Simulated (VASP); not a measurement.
# InSe (R3m) in VASP: a series of runs, part 2 of 2

VASP 6.6.1. Earlier steps stand in the parts before.

### Step 5. Single point, PBEsol

This run uses another cell than the first one, of 29.97 Å³/atom, 1.079 times its volume.

The input, INCAR:

```
ALGO = Normal
EDIFF = 1E-6
ENCUT = 520
GGA = PS
ISIF = 2
ISMEAR = 0
LASPH = True
LCHARG = False
LREAL = False
LWAVE = False
NBANDS = 27
NELM = 60
PREC = Accurate
SIGMA = 0.01
```

The input, KPOINTS:

```
k-points
0
Gamma
  6 6 6
```

The input, POSCAR:

```
InSe
1.0
    2.0165296752      1.1642444163      8.5097552294
   -2.0165296752      1.1642444163      8.5097552294
    0.0000000000     -2.3284878242      8.5097552294
In Se
2 2
Direct
    0.0000000000      0.0000000000      0.0000000000
    0.1114000000      0.1114000000      0.1114000000
    0.6165000000      0.6165000000      0.6165000000
    0.8281000000      0.8281000000      0.8281000000
```

Potentials or basis: VASP PAW PBE potentials, release 64 (In_d, Se).

On the command line:

```bash
$ cat potpaw_PBE.64/In_d/POTCAR potpaw_PBE.64/Se/POTCAR > POTCAR
$ mpirun -np 1 vasp_std > vasp.out
```

OUTCAR:

```text
EDIFF = 1E-6
   ENCUT = 520
   GGA = PS
   ISIF = 2
   ISMEAR = 0
   LASPH = True
   LREAL = False
   NELM = 60
   PREC = Accurate

 ion  position               nearest neighbor table
   1  0.000  0.000  0.000-   3 2.66   3 2.66   3 2.66   2 2.84
   2  0.111  0.111  0.111-   4 2.66   4 2.66   4 2.66   1 2.84
   3  0.617  0.617  0.617-   1 2.66   1 2.66   1 2.66
   4  0.828  0.828  0.828-   2 2.66   2 2.66   2 2.66

  LATTYP: Found a trigonal (rhomboedric) cell.
 ALAT       =     8.8225728139
 COS(alpha) =     0.8955162373

  Lattice vectors:

 A1 = (   2.0165296752,   1.1642444163,   8.5097552294)
 A2 = (  -2.0165296752,   1.1642444163,   8.5097552294)
 A3 = (   0.0000000000,  -2.3284878242,   8.5097552294)

Analysis of symmetry for initial positions (statically):
=====================================================================
 Subroutine PRICEL returns:
 Original cell was already a primitive cell.

 Routine SETGRP: Setting up the symmetry group for a
 trigonal (rhombohedral) supercell.

 Subroutine GETGRP returns: Found  6 space group operations
 (whereof  6 operations were pure point group operations)
 out of a pool of 12 trial point group operations.

The static configuration has the point symmetry C_3v.

Analysis of symmetry for dynamics (positions and initial velocities):
=====================================================================
 Subroutine PRICEL returns:
 Original cell was already a primitive cell.

 Routine SETGRP: Setting up the symmetry group for a
 trigonal (rhombohedral) supercell.

 Subroutine GETGRP returns: Found  6 space group operations
 (whereof  6 operations were pure point group operations)
 out of a pool of 12 trial point group operations.

The dynamic configuration has the point symmetry C_3v.

 Subroutine INISYM returns: Found  6 space group operations
 (whereof  6 operations are pure point group operations),
 and found     1 'primitive' translations

----------------------------------------------------------------------------------------

                                     Primitive cell

  volume of cell :     119.8718

  direct lattice vectors                    reciprocal lattice vectors
     2.016529675  1.164244416  8.509755229     0.247950728  0.143154403  0.039170725
    -2.016529675  1.164244416  8.509755229    -0.247950728  0.143154403  0.039170725
     0.000000000 -2.328487824  8.509755229     0.000000000 -0.286308807  0.039170742

  length of vectors
     8.822572814  8.822572814  8.822572732     0.288975937  0.288975937  0.288975916

  position of ions in fractional coordinates (direct lattice)
     0.000000000  0.000000000  0.000000000
     0.111400000  0.111400000  0.111400000
     0.616500000  0.616500000  0.616500000
     0.828100000  0.828100000  0.828100000

  ion indices of the primitive-cell ions
   primitive index   ion index
                 1           1
                 2           2
                 3           3
                 4           4

----------------------------------------------------------------------------------------

 KPOINTS: k-points

Automatic generation of k-mesh.
 Grid dimensions read from file:
 generate k-points for:    6    6    6

 Generating k-lattice:

  Cartesian coordinates                     Fractional coordinates (reciprocal lattice)
     0.041325121  0.023859067  0.006528454     0.166666667  0.000000000  0.000000000
    -0.041325121  0.023859067  0.006528454     0.000000000  0.166666667  0.000000000
     0.000000000 -0.047718134  0.006528457     0.000000000  0.000000000  0.166666667

  Length of vectors
     0.048162656  0.048162656  0.048162653

  Shift w.r.t. Gamma in fractional coordinates (k-lattice)
     0.000000000  0.000000000  0.000000000

 Subroutine IBZKPT returns following result:
 ===========================================

 Found     32 irreducible k-points:

 Following reciprocal coordinates:
            Coordinates               Weight
  0.000000  0.000000  0.000000      1.000000
  0.166667  0.000000  0.000000      6.000000
  0.333333 -0.000000 -0.000000      6.000000
  0.500000  0.000000 -0.000000      3.000000
  0.166667  0.166667  0.000000      6.000000
  0.333333  0.166667  0.000000     12.000000
[... 16 lines left out ...]
  0.500000  0.500000  0.166667      6.000000
 -0.333333  0.500000  0.166667     12.000000
 [... further k-points ...]
   k-points           NKPTS =     32   k-points in BZ     NKDIM =     32   number of bands    NBANDS=     27
   number of dos      NEDOS =    301   number of ions     NIONS =      4
   total plane-waves  NPLWV = 343000
   dimension x,y,z NGX =    70 NGY =   70 NGZ =   70
   dimension x,y,z NGXF=   140 NGYF=  140 NGZF=  140
   ions per type =               2   2
   NGX,Y,Z   is equivalent  to a cutoff of  13.19, 13.19, 13.19 a.u.
   NGXF,Y,Z  is equivalent  to a cutoff of  26.38, 26.38, 26.38 a.u.
 SYSTEM =  unknown system
   PREC   = accura    normal or accurate (medium, high low for compatibility)
   ISTART =      0    job   : 0-new  1-cont  2-samecut
   ICHARG =      2    charge: 1-file 2-atom 10-const
   ISPIN  =      1    spin polarized calculation?
   LNONCOLLINEAR =      F non collinear calculations
   LSORBIT =      F    spin-orbit coupling
   LASPH  =      T    aspherical Exc in radial PAW
   ENCUT  =  520.0 eV  38.22 Ry    6.18 a.u.  16.40 16.40 16.40*2*pi/ulx,y,z
   NELM   =     60;   NELMIN=  2; NELMDL= -5     # of ELM steps
   EDIFF  = 0.1E-05   stopping-criterion for ELM
   LREAL  =      F    real-space projection
   EDIFFG = 0.1E-04   stopping-criterion for IOM
   NSW    =      0    number of steps for IOM
   IBRION =     -1    ionic relax: 0-MD 1-quasi-New 2-CG
   NFREE  =      0    steps in history (QN), initial steepest desc. (CG)
   ISIF   =      2    stress and relaxation
   ISYM   =      2    0-nonsym 1-usesym 2-fastsym
   POTIM  = 0.5000    time-step for ionic-motion
   TEBEG  =    0.0;   TEEND  =   0.0 temperature during run
   PSTRESS=    0.0 pullay stress
   NELECT =      38.0000    total number of electrons
   NUPDOWN=      -1.0000    fix difference up-down
   EMIN   =  10.00;   EMAX   =-10.00  energy-range for DOS
   EFERMI =   0.00;   METHOD = LEGACY
   ISMEAR =     0;   SIGMA  =   0.01  broadening in eV -4-tet -1-fermi 0-gaus
   EFERMI_NEDOS =   21; number of points for ismear=-14 and -15
   IALGO  =     38    algorithm
   IMIX   =      4    mixing-type and parameters
     AMIX     =   0.40;   BMIX     =  1.00
     AMIX_MAG =   1.60;   BMIX_MAG =  1.00
  volume/ion in A,a.u.               =      29.97       202.23
  Fermi-wavevector in a.u.,A,eV,Ry     =   1.116256  2.109417 16.953225  1.246027
  Thomas-Fermi vector in A             =   2.252868
   LORBIT       =      0    0 simple, 1 ext, 2 COOP (PROOUT), +10 PAW based schemes
   GGA     = PS    functional components
   LHFCALC =     F    Hartree Fock is set to
   AEXX    =    0.0000 exact exchange contribution
   IVDW    =     0    specifies the selected vdW correction
   LEPSILON=     F    determine dielectric tensor
   LRPA    =     F    only Hartree local field effects (RPA)
 non-spin polarized calculation
 Gauss-broadening in eV      SIGMA  =   0.01
  energy-cutoff  :      520.00
  volume of cell :      119.87
 maximum number of plane-waves:      3259
 NGX is ok and might be reduce to    70
   NGX = 33   NGY = 33   NGZ = 33

 number of electron      37.9999997 magnetization

 Free energy of the ion-electron system (eV)
  ---------------------------------------------------
  ext. energy  EPLUGINS =         0.00000000
  ---------------------------------------------------
  free energy    TOTEN  =       -15.57944408 eV

  energy without entropy =      -15.57944408  energy(sigma->0) =      -15.57944408

 E-fermi :   3.7917     XC(G=0):  -8.9883

 val. band max:        3.7283614699   @ k =   0.5000   0.5000   0.5000
 cond. band min:       3.9975486125   @ k =   0.5000   0.5000   0.5000
 fundamental gap:      0.2691871426
 Fermi energy:         3.7916775651

 k-point     1 :       0.0000    0.0000    0.0000
  band No.  band energies     occupation
      1     -10.9273      2.00000
      2     -10.7655      2.00000
      3     -10.7655      2.00000
      4     -10.6971      2.00000
      5     -10.6971      2.00000
      6     -10.6760      2.00000
[... 709 lines left out ...]
     26      10.7469      0.00000
     27      11.1358      0.00000

 [... further k-points ...]

------------------------ aborting loop because EDIFF is reached ----------------------------------------

  FORCE on cell =-STRESS in cart. coord.  units (eV):
  Direction    XX          YY          ZZ          XY          YZ          ZX
  --------------------------------------------------------------------------------------
  -------------------------------------------------------------------------------------
  Total       -0.4926753     -0.4926754     -1.1595816      0.0000000     -0.0000000      0.0000000
  in kB       -6.5849786     -6.5849800    -15.4986881      0.0000000     -0.0000006      0.0000000
  external PRESSURE =      -9.5562156 kB  Pullay stress =       0.0000000 kB

 VOLUME and BASIS-vectors are now :
 -----------------------------------------------------------------------------
  energy-cutoff  :      520.00
  volume of cell :      119.87
      direct lattice vectors                 reciprocal lattice vectors
     2.016529675  1.164244416  8.509755229     0.247950728  0.143154403  0.039170725
    -2.016529675  1.164244416  8.509755229    -0.247950728  0.143154403  0.039170725
     0.000000000 -2.328487824  8.509755229     0.000000000 -0.286308807  0.039170742

 POSITION                                       TOTAL-FORCE (eV/Angst)
 -----------------------------------------------------------------------------------
      0.00000      0.00000      0.00000         0.000000      0.000000      0.199756
      0.00000      0.00000      2.84396         0.000000     -0.000000     -0.218458
      0.00000      0.00000     15.73879         0.000000      0.000000      0.094343
      0.00000      0.00000     21.14078         0.000000     -0.000000     -0.075641
 -----------------------------------------------------------------------------------
    total drift:                               -0.000000     -0.000005     -0.000347

  FREE ENERGIE OF THE ION-ELECTRON SYSTEM (eV)
  ---------------------------------------------------
  free  energy   TOTEN  =       -15.5794440784 eV

  energy  without entropy=      -15.5794440784  energy(sigma->0) =      -15.57944408
```

stdout:

```text
POSCAR found type information on POSCAR InSe
 POSCAR found :  2 types and       4 ions
 scaLAPACK will be used
 -----------------------------------------------------------------------------
|                                                                             |
|                                                                             |
|     You enforced a specific xc type in the INCAR file but a different       |
|     I HOPE YOU KNOW WHAT YOU ARE DOING!                                     |
|                                                                             |
 -----------------------------------------------------------------------------

 LDA part: xc-table for (Slater+PW92), standard interpolation
 POSCAR, INCAR and KPOINTS ok, starting setup
 FFT: planning ... GRIDC
 FFT: planning ... GRID_SOFT
 FFT: planning ... GRID
 WAVECAR not read
 entering main loop
```

Wall time 5.5 min (1 thread of AMD EPYC 9R45 (Zen 5), shared host); peak memory 0.65 GiB.

What came out:

```yaml
Free_energy: -15.5794 eV
Pressure: -1.0 GPa
Largest_force: 0.218 eV/Å
Band_gap_on_the_k_mesh: 0.27 eV, direct
```

Forces on the atoms (eV/Å):
```
In   0.000  0.000  0.200
In   0.000  0.000 -0.218
Se   0.000  0.000  0.094
Se   0.000  0.000 -0.076
```

Stress tensor (GPa, compression positive):
```
-0.66  0.00  0.00
 0.00 -0.66  0.00
 0.00  0.00 -1.55
```

Caveat: the PAW data sets were made with another functional, which shifts forces and pressure a little; spin-orbit coupling is left out, which moves the levels of the heavy elements.

### Step 6. Summary

```tsv
cell	gap on the mesh (eV)	pressure (GPa)	largest force (eV/Å)
a = 8.602 Å, angles 26.4°, 4 atoms	0.47	3.2	0.54
a = 8.677 Å, angles 26.4°, 4 atoms	0.40	1.6	0.43
a = 8.750 Å, angles 26.4°, 4 atoms	0.33	0.3	0.32
a = 8.823 Å, angles 26.4°, 4 atoms	0.27	-1.0	0.22
```

Alike in all rows: task single point; level PBEsol; potentials or basis VASP PAW PBE potentials, release 64 (In_d, Se); no spin polarisation; k mesh 6 × 6 × 6; cutoff (eV) 520; smearing gaussian 0.01 eV.

Caveats: the PAW data sets were made with another functional, which shifts forces and pressure a little; spin-orbit coupling is left out, which moves the levels of the heavy elements.

Total energies depend on the potentials used, so only differences within one code and one set of settings carry meaning.

### Step 7. Against experiment

Step 3. Measured gap of InSe: 1.25 eV (300 K; “The Interaction of Hydrogen with the van der Waals Crystal γ-InSe”, 2020, pmc:7321205). This calculation gives 0.40 eV (-0.85 eV). Spin-orbit coupling on In, Se is left out. The value is that of PBEsol on a finite k mesh, which can miss the band edges, without temperature or zero-point motion. Semilocal functionals fall short of measured gaps as a rule.

Step 4. A measured gap of InSe is 1.25 eV (300 K; “The Interaction of Hydrogen with the van der Waals Crystal γ-InSe”, 2020, pmc:7321205); the calculated 0.33 eV misses it by -0.92 eV. Spin-orbit coupling on In, Se is left out. The value is that of PBEsol on a finite k mesh, which can miss the band edges, without temperature or zero-point motion. Semilocal functionals fall short of measured gaps as a rule.

Step 5. Against the measured gap of InSe, 1.25 eV (300 K; “The Interaction of Hydrogen with the van der Waals Crystal γ-InSe”, 2020, pmc:7321205), the calculated 0.27 eV is off by -0.98 eV. Spin-orbit coupling on In, Se is left out. The value is that of PBEsol on a finite k mesh, which can miss the band edges, without temperature or zero-point motion. Semilocal functionals fall short of measured gaps as a rule.
